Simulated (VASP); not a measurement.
# Ta (Fm-3m) in VASP: single point with HSE06

Aim: the single point of Ta with HSE06.

Program: VASP 6.6.1. These are calculated values, not measurements. Logs are shortened: lines on timing, memory, paths and dates and some standing lists are left out, and cuts for length are marked.

## Step 1: The cell of the first run

It takes space group Fm-3m (No. 225, cubic). Conventional cell: a = 4.015 Å, b = 4.015 Å, c = 4.015 Å, α = 90.00°, β = 90.00°, γ = 90.00°. Within 3.7 Å of Ta (site symmetry m-3m) lie 12 Ta at 2.84 Å.

## Step 2: Single point, HSE06

File POSCAR:

```
Ta
1.0
    0.0000000000      2.0073910000      2.0073910000
    2.0073910000      0.0000000000      2.0073910000
    2.0073910000      2.0073910000      0.0000000000
Ta
1
Direct
    0.0000000000      0.0000000000      0.0000000000
```

File INCAR.step1:

```
PREC = Accurate
ENCUT = 400
EDIFF = 1E-5
ISMEAR = -1
SIGMA = 0.1
LREAL = False
LASPH = True
NELM = 120
ALGO = Normal
ISIF = 2
LWAVE = True
LCHARG = False
GGA = PE
NBANDS = 12
GGA_COMPAT = False
```

File INCAR.step2:

```
PREC = Accurate
ENCUT = 400
EDIFF = 1E-6
ISMEAR = -1
SIGMA = 0.1
LREAL = False
LASPH = True
NELM = 120
ALGO = Normal
ISIF = 2
LWAVE = False
LCHARG = False
GGA = PE
LHFCALC = True
HFSCREEN = 0.2079
PRECFOCK = Normal
ISTART = 1
NBANDS = 12
GGA_COMPAT = False
```

File KPOINTS:

```
Automatic mesh
0
Gamma
  5 5 5
```

Potentials or basis: VASP PAW PBE potentials, release 64 (Ta_pv).

Command:

```console
$ cat potpaw_PBE.64/Ta_pv/POTCAR > POTCAR
$ cp INCAR.step1 INCAR
$ mpirun -np 1 vasp_std > vasp.out
$ cp INCAR.step2 INCAR
$ mpirun -np 1 vasp_std > vasp.out
```

OUTCAR:

```text
PREC = Accurate
   ENCUT = 400
   EDIFF = 1E-6
   ISMEAR = -1
   LREAL = False
   LASPH = True
   NELM = 120
   ISIF = 2
   GGA = PE
   LHFCALC = True
   HFSCREEN = 0.2079
   PRECFOCK = Normal
   ISTART = 1

 ion  position               nearest neighbor table
   1  0.000  0.000  0.000-

  LATTYP: Found a face centered cubic cell.
 ALAT       =     4.0147820000

  Lattice vectors:

 A1 = (   0.0000000000,   2.0073910000,   2.0073910000)
 A2 = (   2.0073910000,   0.0000000000,   2.0073910000)
 A3 = (   2.0073910000,   2.0073910000,   0.0000000000)

Analysis of symmetry for initial positions (statically):
=====================================================================
 Subroutine PRICEL returns:
 Original cell was already a primitive cell.

 Routine SETGRP: Setting up the symmetry group for a
 face centered cubic supercell.

 Subroutine GETGRP returns: Found 48 space group operations
 (whereof 48 operations were pure point group operations)
 out of a pool of 48 trial point group operations.

The static configuration has the point symmetry O_h .

Analysis of symmetry for dynamics (positions and initial velocities):
=====================================================================
 Subroutine PRICEL returns:
 Original cell was already a primitive cell.

 Routine SETGRP: Setting up the symmetry group for a
 face centered cubic supercell.

 Subroutine GETGRP returns: Found 48 space group operations
 (whereof 48 operations were pure point group operations)
 out of a pool of 48 trial point group operations.

The dynamic configuration has the point symmetry O_h .

 Subroutine INISYM returns: Found 48 space group operations
 (whereof 48 operations are pure point group operations),
 and found     1 'primitive' translations

----------------------------------------------------------------------------------------

                                     Primitive cell

  volume of cell :      16.1780

  direct lattice vectors                    reciprocal lattice vectors
     0.000000000  2.007391000  2.007391000    -0.249079527  0.249079527  0.249079527
     2.007391000  0.000000000  2.007391000     0.249079527 -0.249079527  0.249079527
     2.007391000  2.007391000  0.000000000     0.249079527  0.249079527 -0.249079527

  length of vectors
     2.838879577  2.838879577  2.838879577     0.431418395  0.431418395  0.431418395

  position of ions in fractional coordinates (direct lattice)
     0.000000000  0.000000000  0.000000000

  ion indices of the primitive-cell ions
   primitive index   ion index
                 1           1

----------------------------------------------------------------------------------------

 KPOINTS: Automatic mesh

Automatic generation of k-mesh.
 Grid dimensions read from file:
 generate k-points for:    5    5    5

 Generating k-lattice:

  Cartesian coordinates                     Fractional coordinates (reciprocal lattice)
    -0.049815905  0.049815905  0.049815905     0.200000000  0.000000000  0.000000000
     0.049815905 -0.049815905  0.049815905     0.000000000  0.200000000  0.000000000
     0.049815905  0.049815905 -0.049815905     0.000000000  0.000000000  0.200000000

  Length of vectors
     0.086283679  0.086283679  0.086283679

  Shift w.r.t. Gamma in fractional coordinates (k-lattice)
     0.000000000  0.000000000  0.000000000

 Subroutine IBZKPT returns following result:
 ===========================================

 Found     10 irreducible k-points:

 Following reciprocal coordinates:
            Coordinates               Weight
  0.000000  0.000000  0.000000      1.000000
  0.200000  0.000000  0.000000      8.000000
  0.400000  0.000000  0.000000      8.000000
  0.200000  0.200000  0.000000      6.000000
  0.400000  0.200000  0.000000     24.000000
 -0.400000  0.200000  0.000000     24.000000
 -0.200000  0.200000  0.000000     12.000000
  0.400000  0.400000  0.000000      6.000000
 -0.400000  0.400000  0.000000     12.000000
 -0.400000  0.400000  0.200000     24.000000
   k-points           NKPTS =     10   k-points in BZ     NKDIM =    125   number of bands    NBANDS=     12
   number of dos      NEDOS =    301   number of ions     NIONS =      1
   total plane-waves  NPLWV =   8000
   dimension x,y,z NGX =    20 NGY =   20 NGZ =   20
   dimension x,y,z NGXF=    40 NGYF=   40 NGZF=   40
   ions per type =               1
   NGX,Y,Z   is equivalent  to a cutoff of  11.71, 11.71, 11.71 a.u.
   NGXF,Y,Z  is equivalent  to a cutoff of  23.42, 23.42, 23.42 a.u.
 SYSTEM =  unknown system
   PREC   = accura    normal or accurate (medium, high low for compatibility)
   ISTART =      1    job   : 0-new  1-cont  2-samecut
   ICHARG =      0    charge: 1-file 2-atom 10-const
   ISPIN  =      1    spin polarized calculation?
   LNONCOLLINEAR =      F non collinear calculations
   LSORBIT =      F    spin-orbit coupling
   LASPH  =      T    aspherical Exc in radial PAW
   ENCUT  =  400.0 eV  29.40 Ry    5.42 a.u.   4.63  4.63  4.63*2*pi/ulx,y,z
   NELM   =    120;   NELMIN=  2; NELMDL=  0     # of ELM steps
   EDIFF  = 0.1E-05   stopping-criterion for ELM
   LREAL  =      F    real-space projection
   EDIFFG = 0.1E-04   stopping-criterion for IOM
   NSW    =      0    number of steps for IOM
   IBRION =     -1    ionic relax: 0-MD 1-quasi-New 2-CG
   NFREE  =      0    steps in history (QN), initial steepest desc. (CG)
   ISIF   =      2    stress and relaxation
   ISYM   =      3    0-nonsym 1-usesym 2-fastsym
   POTIM  = 0.5000    time-step for ionic-motion
   TEBEG  =    0.0;   TEEND  =   0.0 temperature during run
   PSTRESS=    0.0 pullay stress
   NELECT =      11.0000    total number of electrons
   NUPDOWN=      -1.0000    fix difference up-down
   EMIN   =  10.00;   EMAX   =-10.00  energy-range for DOS
   EFERMI =   0.00;   METHOD = LEGACY
   ISMEAR =    -1;   SIGMA  =   0.10  broadening in eV -4-tet -1-fermi 0-gaus
   EFERMI_NEDOS =   21; number of points for ismear=-14 and -15
   IALGO  =     38    algorithm
   IMIX   =      1    mixing-type and parameters
     AMIX     =   0.40;   BMIX     =  1.00
     AMIX_MAG =   1.60;   BMIX_MAG =  1.00
  volume/ion in A,a.u.               =      16.18       109.17
  Fermi-wavevector in a.u.,A,eV,Ry     =   1.439562  2.720378 28.195887  2.072339
  Thomas-Fermi vector in A             =   2.558404
   LORBIT       =      0    0 simple, 1 ext, 2 COOP (PROOUT), +10 PAW based schemes
   GGA     = PE    functional components
   LHFCALC =     T    Hartree Fock is set to
   PRECFOCK=normal    Normal, Fast or Accurate (Low or Medium for compatibility)
   ENCUT4O =  -1.0   cutoff for four orbital integrals eV
   NKREDX  =     1    reduce k-point grid by
   NKREDY  =     1    reduce k-point grid by
   NKREDZ  =     1    reduce k-point grid by
   AEXX    =    0.2500 exact exchange contribution
   HFSCREEN=    0.2079 screening length (either q_TF or 0.3 A-1)
   HFSCREENC=   0.2079 screening length for correlation (either q_TF or 0.3 A-1)
   ENCUTFOCK=  -1.0 apply spherical cutoff to Coloumb kernel
   IVDW    =     0    specifies the selected vdW correction
   LEPSILON=     F    determine dielectric tensor
   LRPA    =     F    only Hartree local field effects (RPA)
 non-spin polarized calculation
  energy-cutoff  :      400.00
  volume of cell :       16.18
 maximum number of plane-waves:       303
  NGX = 14; NGY = 14; NGZ = 14

 number of electron      11.0000004 magnetization

 Free energy of the ion-electron system (eV)
  ---------------------------------------------------
  ext. energy  EPLUGINS =         0.00000000
  ---------------------------------------------------
  free energy    TOTEN  =       -13.07602087 eV

  energy without entropy =      -13.03057381  energy(sigma->0) =      -13.05329734

 E-fermi :   6.6440     XC(G=0): -10.7456

 val. band max:        6.5883104826   @ k =  -0.2000   0.2000   0.0000
 cond. band min:       6.9281562668   @ k =   0.4000   0.0000   0.0000
 fundamental gap:      0.3398457843
 Fermi energy:         6.6440180084

 k-point     1 :       0.0000    0.0000    0.0000
  band No.  band energies     occupation
      1     -28.7714      2.00000
      2     -28.7714      2.00000
      3     -28.7714      2.00000
      4      -3.2444      2.00000
      5       7.3652      0.00147
      6       7.3652      0.00147
      7       7.3652      0.00147
      8      11.5588      0.00000
      9      11.5588      0.00000
     10      20.2784      0.00000
     11      23.3003      0.00000
     12      26.3096      0.00000

 k-point     2 :       0.2000    0.0000    0.0000
  band No.  band energies     occupation
      1     -29.4572      2.00000
      2     -28.8504      2.00000
      3     -28.8504      2.00000
      4      -1.3547      2.00000
      5       5.8887      1.99895
      6       7.9486      0.00000
      7       7.9486      0.00000
      8      11.1297      0.00000
      9      11.1297      0.00000
     10      21.5788      0.00000
     11      23.3000      0.00000
     12      24.5939      0.00000

 k-point     3 :       0.4000    0.0000    0.0000
  band No.  band energies     occupation
      1     -30.4633      2.00000
      2     -28.9758      2.00000
      3     -28.9758      2.00000
      4       0.5601      2.00000
      5       6.9282      0.11026
      6       7.2608      0.00418
      7       7.2608      0.00418
      8      13.6419      0.00000
      9      13.6419      0.00000
     10      19.2323      0.00000
     11      22.6995      0.00000
     12      23.3115      0.00000
[... 76 lines left out ...]
 k-point     9 :      -0.4000    0.4000    0.0000
  band No.  band energies     occupation
      1     -30.2968      2.00000
      2     -29.7062      2.00000
      3     -29.3109      2.00000
      4       1.6377      2.00000
      5       2.8860      2.00000
      6       8.1518      0.00000
      7      12.0709      0.00000
      8      14.3641      0.00000
      9      16.8754      0.00000
     10      18.7673      0.00000
     11      23.2916      0.00000
     12      23.9434      0.00000

 k-point    10 :      -0.4000    0.4000    0.2000
  band No.  band energies     occupation
      1     -30.1628      2.00000
      2     -29.7217      2.00000
      3     -29.3084      2.00000
      4       2.9424      2.00000
      5       4.0858      2.00000
      6       5.2709      2.00000
      7      10.4237      0.00000
      8      13.6386      0.00000
      9      17.1093      0.00000
     10      20.9800      0.00000
     11      22.2802      0.00000
     12      23.3043      0.00000

------------------------ aborting loop because EDIFF is reached ----------------------------------------

  FORCE on cell =-STRESS in cart. coord.  units (eV):
  Direction    XX          YY          ZZ          XY          YZ          ZX
  --------------------------------------------------------------------------------------
  -------------------------------------------------------------------------------------
  Total        3.3520622      3.3520622      3.3520622     -0.0000000     -0.0000000      0.0000000
  in kB      331.9683914    331.9683914    331.9683914     -0.0000000     -0.0000000      0.0000000
  external PRESSURE =     331.9683914 kB  Pullay stress =       0.0000000 kB

 VOLUME and BASIS-vectors are now :
 -----------------------------------------------------------------------------
  energy-cutoff  :      400.00
  volume of cell :       16.18
      direct lattice vectors                 reciprocal lattice vectors
     0.000000000  2.007391000  2.007391000    -0.249079527  0.249079527  0.249079527
     2.007391000  0.000000000  2.007391000     0.249079527 -0.249079527  0.249079527
     2.007391000  2.007391000  0.000000000     0.249079527  0.249079527 -0.249079527

 POSITION                                       TOTAL-FORCE (eV/Angst)
 -----------------------------------------------------------------------------------
      0.00000      0.00000      0.00000        -0.000000      0.000000      0.000000
 -----------------------------------------------------------------------------------
    total drift:                                0.000000     -0.000000      0.000000

  FREE ENERGIE OF THE ION-ELECTRON SYSTEM (eV)
  ---------------------------------------------------
  free  energy   TOTEN  =       -13.0760208695 eV

  energy  without entropy=      -13.0305738118  energy(sigma->0) =      -13.05329734
```

It took 2.2 min on 1 thread of Intel Xeon Platinum 8259CL at 2.50GHz (Skylake/Cascade Lake), shared host; peak memory 0.22 GiB.

Results:

```yaml
Free_energy: -13.0760 eV
Pressure: 33.2 GPa
```

Caveat: the k points lie up to 0.54 Å⁻¹ apart; the PAW data sets were made with another functional, which shifts forces and pressure a little; spin-orbit coupling is left out, which moves the levels of the heavy elements.
